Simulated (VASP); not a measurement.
# W3C in VASP: relaxation of the atoms with LDA

Aim: the relaxation of the atoms of W3C with LDA.

All numbers are computed with VASP 6.6.1; they aren't measurements. Logs are shortened: lines on timing, memory, paths and dates and some standing lists are left out, and cuts for length are marked.

### 1 The cell of the first run

The cell holds a slab with vacuum, 4 atoms: a = 2.809 Å, b = 2.809 Å, c = 19.357 Å, α = 90.00°, β = 90.00°, γ = 90.00°.

### 2 Relaxation of the atoms, LDA

INCAR

```
SYSTEM = W3C
PREC = Accurate
ENCUT = 520
EDIFF = 1E-6
ISMEAR = 0
SIGMA = 0.1
LREAL = .FALSE.
LASPH = .TRUE.
NELM = 100
ALGO = Normal
ISIF = 2
LWAVE = .FALSE.
LCHARG = .FALSE.
LDIPOL = .TRUE.
IDIPOL = 3
DIPOL = 0.5 0.5 0.350
GGA = CA
IBRION = 2
NSW = 36
EDIFFG = -0.025
```

KPOINTS

```
Automatic mesh
0
G
  9 9 1
  0 0 0
```

POSCAR

```
W3C
1.0
    2.8093052381      0.0000000000      0.0000000000
    0.0000000000      2.8093052381      0.0000000000
    0.0000000000      0.0000000000     19.3572602846
W C
3 1
Selective dynamics
Direct
    0.5000000000      0.5000000000      0.2066408129  F F F
    0.0000000000      0.0000000000      0.3062710168  F F F
    0.5000000000      0.5000000000      0.4059076630  F F F
    0.8333333333      0.8333333333      0.4823647638  F F T
```

Potentials or basis: VASP PAW LDA potentials, release 64 (W_sv, C).

On the command line:

```bash
cat potpaw_LDA.64/W_sv/POTCAR potpaw_LDA.64/C/POTCAR > POTCAR
mpirun -np 1 vasp_std > vasp.out
```

OUTCAR:

```text
SYSTEM = W3C
   PREC = Accurate
   ENCUT = 520
   EDIFF = 1E-6
   ISMEAR = 0
   LREAL = .FALSE.
   LASPH = .TRUE.
   NELM = 100
   ISIF = 2
   GGA = CA
   IBRION = 2
   NSW = 36
   EDIFFG = -0.025

 ion  position               nearest neighbor table
   1  0.500  0.500  0.207-   2 2.77   2 2.77   2 2.77   2 2.77
   2  0.000  0.000  0.306-   1 2.77   1 2.77   1 2.77   1 2.77   3 2.77   3 2.77   3 2.77   3 2.77

   3  0.500  0.500  0.406-   4 1.99   4 2.56   4 2.56   2 2.77   2 2.77   2 2.77   2 2.77
   4  0.833  0.833  0.482-   3 1.99   3 2.56   3 2.56

  LATTYP: Found a simple tetragonal cell.
 ALAT       =     2.8093052381
 C/A-ratio  =     6.8904083551

  Lattice vectors:

 A1 = (   2.8093052381,   0.0000000000,   0.0000000000)
 A2 = (   0.0000000000,   2.8093052381,   0.0000000000)
 A3 = (   0.0000000000,   0.0000000000,  19.3572602846)

Analysis of symmetry for initial positions (statically):
=====================================================================
 Subroutine PRICEL returns:
 Original cell was already a primitive cell.

 Routine SETGRP: Setting up the symmetry group for a
 simple tetragonal supercell.

 Subroutine GETGRP returns: Found  2 space group operations
 (whereof  2 operations were pure point group operations)
 out of a pool of 16 trial point group operations.

The static configuration has the point symmetry C_1h.

Analysis of symmetry for dynamics (positions and initial velocities):
=====================================================================
 Subroutine PRICEL returns:
 Original cell was already a primitive cell.

 Routine SETGRP: Setting up the symmetry group for a
 simple tetragonal supercell.

 Subroutine GETGRP returns: Found  2 space group operations
 (whereof  2 operations were pure point group operations)
 out of a pool of 16 trial point group operations.

The dynamic configuration has the point symmetry C_1h.

Analysis of constrained symmetry for selective dynamics:
=====================================================================
 Subroutine PRICEL returns:
 Original cell was already a primitive cell.

 Routine SETGRP: Setting up the symmetry group for a
 simple tetragonal supercell.

 Subroutine GETGRP returns: Found  2 space group operations
 (whereof  2 operations were pure point group operations)
[... 119 lines left out ...]
   EFERMI =   0.00;   METHOD = LEGACY
   ISMEAR =     0;   SIGMA  =   0.10  broadening in eV -4-tet -1-fermi 0-gaus
   EFERMI_NEDOS =   21; number of points for ismear=-14 and -15
   IALGO  =     38    algorithm
   IMIX   =      4    mixing-type and parameters
     AMIX     =   0.40;   BMIX     =  1.00
     AMIX_MAG =   1.60;   BMIX_MAG =  1.00
  volume/ion in A,a.u.               =      38.19       257.74
  Fermi-wavevector in a.u.,A,eV,Ry     =   1.097270  2.073540 16.381436  1.204002
  Thomas-Fermi vector in A             =   2.233627
   LORBIT       =      0    0 simple, 1 ext, 2 COOP (PROOUT), +10 PAW based schemes
   GGA     = CA    functional components
   LHFCALC =     F    Hartree Fock is set to
   AEXX    =    0.0000 exact exchange contribution
   IVDW    =     0    specifies the selected vdW correction
   LEPSILON=     F    determine dielectric tensor
   LRPA    =     F    only Hartree local field effects (RPA)
 conjugate gradient relaxation of ions
 non-spin polarized calculation
 Gauss-broadening in eV      SIGMA  =   0.10
  energy-cutoff  :      520.00
  volume of cell :      152.77
 maximum number of plane-waves:      4159
 NGX is ok and might be reduce to    24
   NGX = 11   NGY = 11   NGZ = 71

 dipolmoment           0.000000      0.000000     -0.353001 electrons x Angstroem

--------------------------------------- Ionic step        1  -------------------------------------------

 number of electron      46.0000006 magnetization

 Free energy of the ion-electron system (eV)
  ---------------------------------------------------
  ext. energy  EPLUGINS =         0.00000000
  ---------------------------------------------------
  free energy    TOTEN  =       -45.07163797 eV

  energy without entropy =      -45.04611644  energy(sigma->0) =      -45.05887721

------------------------ aborting loop because EDIFF is reached ----------------------------------------

  FORCE on cell =-STRESS in cart. coord.  units (eV):
  Direction    XX          YY          ZZ          XY          YZ          ZX
  --------------------------------------------------------------------------------------
  -------------------------------------------------------------------------------------
  Total       -4.4467872     -4.4467872     -1.8762313      0.3965883     -0.9093591     -0.9093588
  in kB      -46.6353441    -46.6353441    -19.6768340      4.1591893     -9.5368343     -9.5368317
  external PRESSURE =     -37.6491741 kB  Pullay stress =       0.0000000 kB
[... 63 lines left out ...]
--------------------------------------- Ionic step        3  -------------------------------------------

 number of electron      46.0000006 magnetization

 dipolmoment           0.000000      0.000000      0.070007 electrons x Angstroem

 Free energy of the ion-electron system (eV)
  ---------------------------------------------------
  ext. energy  EPLUGINS =         0.00000000
  ---------------------------------------------------
  free energy    TOTEN  =       -45.46500681 eV

  energy without entropy =      -45.44215669  energy(sigma->0) =      -45.45358175

 E-fermi :   0.1483     XC(G=0):  -5.8682

 val. band max:        0.1345266245   @ k =  -0.2222   0.3333   0.0000
 cond. band min:       0.1547535003   @ k =  -0.2222   0.2222   0.0000
 fundamental gap:      0.0202268758
 Fermi energy:         0.1483378117

 k-point     1 :       0.0000    0.0000    0.0000
  band No.  band energies     occupation
      1     -73.1943      2.00000
      2     -73.0393      2.00000
      3     -72.8746      2.00000
      4     -38.1163      2.00000
      5     -37.7378      2.00000
      6     -37.4530      2.00000
[... 709 lines left out ...]
     26       3.1964      0.00000
     27       3.7466      0.00000

 [... further k-points ...]

------------------------ aborting loop because EDIFF is reached ----------------------------------------

 vacuum level on the upper side and lower side of the slab       (xc-potential included)         0.594        -0.975

  FORCE on cell =-STRESS in cart. coord.  units (eV):
  Direction    XX          YY          ZZ          XY          YZ          ZX
  --------------------------------------------------------------------------------------
  -------------------------------------------------------------------------------------
  Total       -0.8513127     -0.8513127      2.6257376      2.3036923      1.9200963      1.9200971
  in kB       -8.9280779     -8.9280779     27.5372238     24.1597984     20.1368641     20.1368724
  external PRESSURE =       3.2270227 kB  Pullay stress =       0.0000000 kB
[... 19 lines left out ...]
  FREE ENERGIE OF THE ION-ELECTRON SYSTEM (eV)
  ---------------------------------------------------
  free  energy   TOTEN  =       -45.4650068123 eV

  energy  without entropy=      -45.4421566856  energy(sigma->0) =      -45.45358175

 reached required accuracy - stopping structural energy minimisation

 vacuum level on the upper side and lower side of the slab         6.398         4.773
```

OSZICAR:

```text
N       E                     dE             d eps       ncg     rms          rms(c)
DAV:   1     0.489252069404E+03    0.48925E+03   -0.28983E+04  1678   0.161E+03
DAV:   2    -0.274303024697E+02   -0.51668E+03   -0.50966E+03  1604   0.471E+02
DAV:   3    -0.480962898567E+02   -0.20666E+02   -0.19724E+02  1690   0.928E+01
[... 64 lines left out ...]
DAV:  15    -0.454650005196E+02   -0.68665E-05   -0.99349E-07   821   0.593E-03    0.140E-03
DAV:  16    -0.454650030289E+02   -0.25093E-05   -0.25385E-07   795   0.282E-03    0.973E-04
DAV:  17    -0.454650045496E+02   -0.15207E-05   -0.84671E-08   732   0.142E-03    0.638E-04
DAV:  18    -0.454650061697E+02   -0.16201E-05   -0.10040E-07   752   0.160E-03    0.283E-04
DAV:  19    -0.454650068123E+02   -0.64266E-06   -0.51770E-08   729   0.932E-04
   3 F= -.45465007E+02 E0= -.45453582E+02  d E =-.393369E+00
```

It took 5.4 min on 1 thread of Intel Xeon Platinum 8259CL at 2.50GHz (Skylake/Cascade Lake), shared host; peak memory 0.27 GiB.

Results:

* Free energy: -45.4650 eV
* Energy gained by relaxing: 98.3 meV/atom
* Ionic steps: 3
* Band gap on the k mesh: zero (bands 23 and 24 overlap by 1.30 eV)

The path:
```csv
step,energy change (eV),largest force on free atoms (eV/Å),pressure (GPa)
1,0.0000,2.6163,-3.76
2,-0.2742,1.6425,-2.05
3,-0.3934,0.0021,0.32
```

Final structure:
```cif
data_structure
_symmetry_space_group_name_H-M 'P 1'
_symmetry_Int_Tables_number 1
_cell_length_a 2.8093
_cell_length_b 2.8093
_cell_length_c 19.3573
_cell_angle_alpha 90.000
_cell_angle_beta 90.000
_cell_angle_gamma 90.000
_cell_volume 152.77
loop_
_atom_site_label
_atom_site_type_symbol
_atom_site_fract_x
_atom_site_fract_y
_atom_site_fract_z
_atom_site_occupancy
W1 W 0.50000 0.50000 0.20664 1
W2 W 0.00000 0.00000 0.30627 1
W3 W 0.50000 0.50000 0.40591 1
C1 C 0.83333 0.83333 0.46876 1
```

Caveat: spin-orbit coupling is left out, which moves the levels of the heavy elements.

The gap in the log of VASP goes by the Fermi energy; the results here count the filled bands.